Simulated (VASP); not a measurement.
# Ta (P6_3/mmc) in VASP: further runs

The runs below take Ta through single point, with PBEsol.

All numbers are computed with VASP 6.6.1; they aren't measurements. Logs are shortened: lines on timing, memory, paths and dates and some standing lists are left out, and cuts for length are marked.

### 1 The cell of the first run

The structure is hexagonal, space group P6_3/mmc (No. 194). Conventional cell: a = 2.867 Å, b = 2.867 Å, c = 5.015 Å, α = 90.00°, β = 90.00°, γ = 120.00°. Ta (site symmetry -6m2) has 12 Ta at 2.87 to 3.00 Å within 3.8 Å.

This isn't the form of Ta at room conditions, which is bcc.

### 2 Single point, PBEsol (strain -0.0150 x Voigt [0, 0, 1, 0, 0, 0])

INCAR reads:

```
PREC     = Accurate       # precision mode
ENCUT    = 520            # plane-wave cutoff, eV
EDIFF    = 1E-6           # SCF threshold, eV
ISMEAR   = 0              # smearing method
SIGMA    = 0.15           # smearing width, eV
LREAL    = F              # projectors in reciprocal space
LASPH    = T              # aspherical terms in the spheres
NELM     = 80             # most SCF steps
ALGO     = Fast           # electronic algorithm
ISIF     = 2              # what is computed and relaxed
LWAVE    = F              # write WAVECAR
LCHARG   = T              # write CHGCAR
GGA      = PS             # functional
LELF     = T              # ELF
LVHAR    = T            
NBANDS   = 18             # bands
```

KPOINTS reads:

```
regular mesh
0
Gamma
  24 24 12
```

POSCAR reads:

```
Ta
1.0
    2.8669354486      0.0000000000      0.0000000000
   -1.4334677243      2.4828389295      0.0000000000
    0.0000000000      0.0000000000      5.0150436969
Ta
2
Direct
    0.6666666667      0.3333333333      0.7500000000
    0.3333333333      0.6666666667      0.2500000000
```

Potentials or basis: VASP PAW PBE potentials, release 64 (Ta_pv).

Command:

```
> cat potpaw_PBE.64/Ta_pv/POTCAR > POTCAR
> mpirun -np 1 vasp_std > vasp.out
```

OUTCAR:

```text
PREC = Accurate
   ENCUT = 520
   EDIFF = 1E-6
   ISMEAR = 0
   LREAL = F
   LASPH = T
   NELM = 80
   ISIF = 2
   GGA = PS

 ion  position               nearest neighbor table
   1  0.667  0.333  0.750-   2 3.00   2 3.00   2 3.00   2 3.00   2 3.00   2 3.00
   2  0.333  0.667  0.250-   1 3.00   1 3.00   1 3.00   1 3.00   1 3.00   1 3.00

  LATTYP: Found a hexagonal cell.
 ALAT       =     2.8669354486
 C/A-ratio  =     1.7492698342

  Lattice vectors:

 A1 = (   2.8669354486,   0.0000000000,   0.0000000000)
 A2 = (  -1.4334677243,   2.4828389295,   0.0000000000)
 A3 = (   0.0000000000,   0.0000000000,   5.0150436969)

Analysis of symmetry for initial positions (statically):
=====================================================================
 Subroutine PRICEL returns:
 Original cell was already a primitive cell.

 Routine SETGRP: Setting up the symmetry group for a
 hexagonal supercell.

 Subroutine GETGRP returns: Found 24 space group operations
 (whereof 12 operations were pure point group operations)
 out of a pool of 24 trial point group operations.

The static configuration has the point symmetry D_3d.
 The point group associated with its full space group is D_6h.

Analysis of symmetry for dynamics (positions and initial velocities):
=====================================================================
 Subroutine PRICEL returns:
 Original cell was already a primitive cell.

 Routine SETGRP: Setting up the symmetry group for a
 hexagonal supercell.

 Subroutine GETGRP returns: Found 24 space group operations
 (whereof 12 operations were pure point group operations)
 out of a pool of 24 trial point group operations.

The dynamic configuration has the point symmetry D_3d.
 The point group associated with its full space group is D_6h.

 Subroutine INISYM returns: Found 24 space group operations
 (whereof 12 operations are pure point group operations),
 and found     1 'primitive' translations

----------------------------------------------------------------------------------------

                                     Primitive cell

  volume of cell :      35.6978

  direct lattice vectors                    reciprocal lattice vectors
     2.866935449  0.000000000  0.000000000     0.348804505  0.201382375  0.000000000
    -1.433467724  2.482838930  0.000000000     0.000000000  0.402764750  0.000000000
[... 78 lines left out ...]
   ICHARG =      2    charge: 1-file 2-atom 10-const
   ISPIN  =      1    spin polarized calculation?
   LNONCOLLINEAR =      F non collinear calculations
   LSORBIT =      F    spin-orbit coupling
   LASPH  =      T    aspherical Exc in radial PAW
   ENCUT  =  520.0 eV  38.22 Ry    6.18 a.u.   5.33  5.33  9.32*2*pi/ulx,y,z
   NELM   =     80;   NELMIN=  2; NELMDL= -5     # of ELM steps
   EDIFF  = 0.1E-05   stopping-criterion for ELM
   LREAL  =      F    real-space projection
   EDIFFG = 0.1E-04   stopping-criterion for IOM
   NSW    =      0    number of steps for IOM
   IBRION =     -1    ionic relax: 0-MD 1-quasi-New 2-CG
   NFREE  =      0    steps in history (QN), initial steepest desc. (CG)
   ISIF   =      2    stress and relaxation
   ISYM   =      2    0-nonsym 1-usesym 2-fastsym
   POTIM  = 0.5000    time-step for ionic-motion
   TEBEG  =    0.0;   TEEND  =   0.0 temperature during run
   PSTRESS=    0.0 pullay stress
   NELECT =      22.0000    total number of electrons
   NUPDOWN=      -1.0000    fix difference up-down
   EMIN   =  10.00;   EMAX   =-10.00  energy-range for DOS
   EFERMI =   0.00;   METHOD = LEGACY
   ISMEAR =     0;   SIGMA  =   0.15  broadening in eV -4-tet -1-fermi 0-gaus
   EFERMI_NEDOS =   21; number of points for ismear=-14 and -15
   IALGO  =     68    algorithm
   IMIX   =      4    mixing-type and parameters
     AMIX     =   0.40;   BMIX     =  1.00
     AMIX_MAG =   1.60;   BMIX_MAG =  1.00
  volume/ion in A,a.u.               =      17.85       120.45
  Fermi-wavevector in a.u.,A,eV,Ry     =   1.393163  2.632697 26.407598  1.940904
  Thomas-Fermi vector in A             =   2.516836
   LORBIT       =      0    0 simple, 1 ext, 2 COOP (PROOUT), +10 PAW based schemes
   GGA     = PS    functional components
   LHFCALC =     F    Hartree Fock is set to
   AEXX    =    0.0000 exact exchange contribution
   IVDW    =     0    specifies the selected vdW correction
   LEPSILON=     F    determine dielectric tensor
   LRPA    =     F    only Hartree local field effects (RPA)
 non-spin polarized calculation
 RMM-DIIS sequential band-by-band and
 Gauss-broadening in eV      SIGMA  =   0.15
  energy-cutoff  :      520.00
  volume of cell :       35.70
 maximum number of plane-waves:       991
 NGX is ok and might be reduce to    24
   NGX = 11   NGY = 11   NGZ = 19

 number of electron      21.9999995 magnetization

 Free energy of the ion-electron system (eV)
  ---------------------------------------------------
  ext. energy  EPLUGINS =         0.00000000
  ---------------------------------------------------
  free energy    TOTEN  =       -24.51506686 eV

  energy without entropy =      -24.48829350  energy(sigma->0) =      -24.50168018

 E-fermi :   5.8333     XC(G=0): -12.7658

 val. band max:        5.8323211670   @ k =   0.2917   0.2500   0.0000
 cond. band min:       5.8335338497   @ k =   0.3750   0.1250   0.4167
 fundamental gap:      0.0012126827
 Fermi energy:         5.8332848682

 k-point     1 :       0.0000    0.0000    0.0000
  band No.  band energies     occupation
      1     -28.6914      2.00000
      2     -27.6640      2.00000
      3     -27.6062      2.00000
      4     -27.6062      2.00000
      5     -27.4976      2.00000
      6     -27.4976      2.00000
[... 481 lines left out ...]
      5     -27.8472      2.00000
      6     -27.7333      2.00000
[... 10 lines left out ...]
     17      13.3325      0.00000
     18      14.1368      0.00000

 [... further k-points ...]
[... 5 lines left out ...]
  --------------------------------------------------------------------------------------
  -------------------------------------------------------------------------------------
  Total        0.4983404      0.4983404      1.1153489      0.0000000      0.0000000      0.0000000
  in kB       22.3663691     22.3663691     50.0587667      0.0000000      0.0000000      0.0000000
  external PRESSURE =      31.5971683 kB  Pullay stress =       0.0000000 kB

 VOLUME and BASIS-vectors are now :
 -----------------------------------------------------------------------------
  energy-cutoff  :      520.00
  volume of cell :       35.70
      direct lattice vectors                 reciprocal lattice vectors
     2.866935449  0.000000000  0.000000000     0.348804505  0.201382375  0.000000000
    -1.433467724  2.482838930  0.000000000     0.000000000  0.402764750  0.000000000
     0.000000000  0.000000000  5.015043697     0.000000000  0.000000000  0.199400057

 POSITION                                       TOTAL-FORCE (eV/Angst)
 -----------------------------------------------------------------------------------
      1.43347      0.82761      3.76128         0.000000     -0.000000      0.000000
     -0.00000      1.65523      1.25376        -0.000000      0.000000      0.000000
 -----------------------------------------------------------------------------------
    total drift:                                0.000000     -0.000000      0.000000

  FREE ENERGIE OF THE ION-ELECTRON SYSTEM (eV)
  ---------------------------------------------------
  free  energy   TOTEN  =       -24.5150668578 eV

  energy  without entropy=      -24.4882935000  energy(sigma->0) =      -24.50168018
```

stdout:

```text
POSCAR found type information on POSCAR Ta
 POSCAR found :  1 types and       2 ions
 scaLAPACK will be used
 -----------------------------------------------------------------------------
|                                                                             |
|                                                                             |
|     You enforced a specific xc type in the INCAR file but a different       |
|     I HOPE YOU KNOW WHAT YOU ARE DOING!                                     |
|                                                                             |
 -----------------------------------------------------------------------------

 LDA part: xc-table for (Slater+PW92), standard interpolation
 POSCAR, INCAR and KPOINTS ok, starting setup
 FFT: planning ... GRIDC
 FFT: planning ... GRID_SOFT
 FFT: planning ... GRID
 WAVECAR not read
 entering main loop
```

It took 2.1 min on 1 thread of Intel Xeon Platinum 8559C (Emerald Rapids), shared host; peak memory 0.33 GiB.

Results:

```
Free energy            : -24.5151 eV
Pressure               : 3.2 GPa
Band gap on the k mesh : zero (bands 11 and 12 overlap by 2.41 eV)
```

Stress tensor (GPa, compression positive):
```
2.24 0.00 0.00
0.00 2.24 0.00
0.00 0.00 5.01
```

Levels at points of the mesh, in eV from the Fermi level:
```
           k point  band 7  band 8  band 9  band 10  band 11  band 12  band 13  band 14  band 15  band 16
(0.00, 0.00, 0.00)   -8.40   -5.05   -0.45     0.20     0.55     0.55     1.20     1.20     2.94     2.94
(0.50, 0.00, 0.00)   -4.21   -4.07   -3.55    -0.44    -0.29     0.63     0.69     5.98     6.69     7.05
(0.00, 0.00, 0.50)   -6.43   -6.43   -1.14    -1.14     0.58     0.58     0.58     0.58     4.63     4.63
(0.50, 0.00, 0.50)   -4.56   -4.56   -2.41    -2.41     1.66     1.66     2.62     2.62     5.98     5.98
```

Caveat: the cell differs from its parent crystal (strain -0.0150 x Voigt [0, 0, 1, 0, 0, 0]); the cell stands under pressure; the PAW data sets were made with another functional, which shifts forces and pressure a little; spin-orbit coupling is left out, which moves the levels of the heavy elements.

### 3 Single point, PBEsol (strain +0.0150 x Voigt [0, 0, 1, 0, 0, 0])

INCAR reads:

```
PREC = Accurate ; ENCUT = 520
EDIFF = 1E-6 ; ISMEAR = 0
SIGMA = 0.15 ; LREAL = F
LASPH = T ; NELM = 100
ALGO = Fast ; ISIF = 2
LWAVE = F ; LCHARG = F
GGA = PS ; NBANDS = 18
```

KPOINTS is that of step 2.

POSCAR, as its differences from that of step 2:

```diff
@@ -4,3 +4,3 @@
    -1.4334677243      2.4828389295      0.0000000000
-    0.0000000000      0.0000000000      5.0150436969
+    0.0000000000      0.0000000000      5.1677861445
 Ta
```

Potentials or basis: VASP PAW PBE potentials, release 64 (Ta_pv).

Command:

```
> cat potpaw_PBE.64/Ta_pv/POTCAR > POTCAR
> mpirun -np 1 vasp_std > vasp.out
```

Wall time 1.8 min (1 thread of Intel Xeon Platinum 8559C (Emerald Rapids), shared host); peak memory 0.34 GiB.

It converged, with:

| Property | Result |
| --- | --- |
| Free energy | -24.5161 eV |
| Pressure | -2.6 GPa |
| Band gap on the k mesh | zero (bands 11 and 12 overlap by 2.37 eV) |

Stress tensor (GPa, compression positive):
```
-1.65  0.00  0.00
 0.00 -1.65  0.00
 0.00  0.00 -4.55
```

Levels at points of the mesh, in eV from the Fermi level:
```csv
k point,band 9,band 10,band 11,band 12,band 13,band 14
"(0.00, 0.00, 0.00)",-0.70,-0.12,0.63,0.63,1.18,1.18
"(0.50, 0.00, 0.00)",-3.43,-0.44,-0.34,0.48,0.96,5.63
"(0.00, 0.00, 0.50)",-1.25,-1.25,0.69,0.69,0.69,0.69
"(0.50, 0.00, 0.50)",-2.39,-2.39,1.61,1.61,2.71,2.71
```

Caveat: the cell differs from its parent crystal (strain +0.0150 x Voigt [0, 0, 1, 0, 0, 0]); the PAW data sets were made with another functional, which shifts forces and pressure a little; spin-orbit coupling is left out, which moves the levels of the heavy elements.

### 4 Single point, PBEsol (strain +0.0300 x Voigt [0, 0, 1, 0, 0, 0])

INCAR reads:

```
PREC = Accurate
ENCUT = 520
EDIFF = 1E-6
ISMEAR = 0
SIGMA = 0.15
LREAL = F
LASPH = T
NELM = 60
ALGO = Fast
ISIF = 2
LWAVE = F
LCHARG = F
GGA = PS
NBANDS = 18
```

KPOINTS reads:

```
Automatic mesh
0
Gamma
  24 24 12
```

POSCAR, as its differences from that of step 3:

```diff
@@ -4,3 +4,3 @@
    -1.4334677243      2.4828389295      0.0000000000
-    0.0000000000      0.0000000000      5.1677861445
+    0.0000000000      0.0000000000      5.2441573683
 Ta
```

Command:

```
> cat potpaw_PBE.64/Ta_pv/POTCAR > POTCAR
> mpirun -np 1 vasp_std > vasp.out
```

It took 1.9 min on 1 thread of Intel Xeon Platinum 8559C (Emerald Rapids), shared host; peak memory 0.34 GiB.

The run converged. Its results:

```yaml
Free_energy: -24.4935 eV
Pressure: -5.1 GPa
Band_gap_on_the_k_mesh: zero (bands 11 and 12 overlap by 2.35 eV)
```

Stress tensor (GPa, compression positive):
```
-3.29  0.00  0.00
 0.00 -3.29  0.00
 0.00  0.00 -8.78
```

Levels at points of the mesh, in eV from the Fermi level:
```csv
k point,band 9,band 10,band 11,band 12,band 13,band 14
"(0.00, 0.00, 0.00)",-0.81,-0.26,0.67,0.67,1.17,1.17
"(0.50, 0.00, 0.00)",-3.36,-0.51,-0.29,0.41,1.09,5.47
"(0.00, 0.00, 0.50)",-1.30,-1.30,0.74,0.74,0.74,0.74
"(0.50, 0.00, 0.50)",-2.38,-2.38,1.59,1.59,2.75,2.75
```

Caveat: the cell differs from its parent crystal (strain +0.0300 x Voigt [0, 0, 1, 0, 0, 0]); the stress differs along the axes, from -9 to -3 GPa; the PAW data sets were made with another functional, which shifts forces and pressure a little; spin-orbit coupling is left out, which moves the levels of the heavy elements.

### 5 Overview

```tsv
cell	gap on the mesh (eV)	pressure (GPa)
a = 2.867, b = 2.867, c = 5.015 Å, angles 90.0, 90.0, 120.0°, 2 atoms	none	3.2
a = 2.867, b = 2.867, c = 5.168 Å, angles 90.0, 90.0, 120.0°, 2 atoms	none	-2.6
a = 2.867, b = 2.867, c = 5.244 Å, angles 90.0, 90.0, 120.0°, 2 atoms	none	-5.1
```

Alike in all rows: task single point; level PBEsol; potentials or basis VASP PAW PBE potentials, release 64 (Ta_pv); no spin polarisation; k mesh 24 × 24 × 12; cutoff (eV) 520; smearing gaussian 0.15 eV.

Caveats: the PAW data sets were made with another functional, which shifts forces and pressure a little; spin-orbit coupling is left out, which moves the levels of the heavy elements; the cell stands under pressure (at least some runs); the stress differs along the axes, from -9 to -3 GPa (at least some runs).

Total energies depend on the potentials used, so only differences within one code and one set of settings carry meaning.
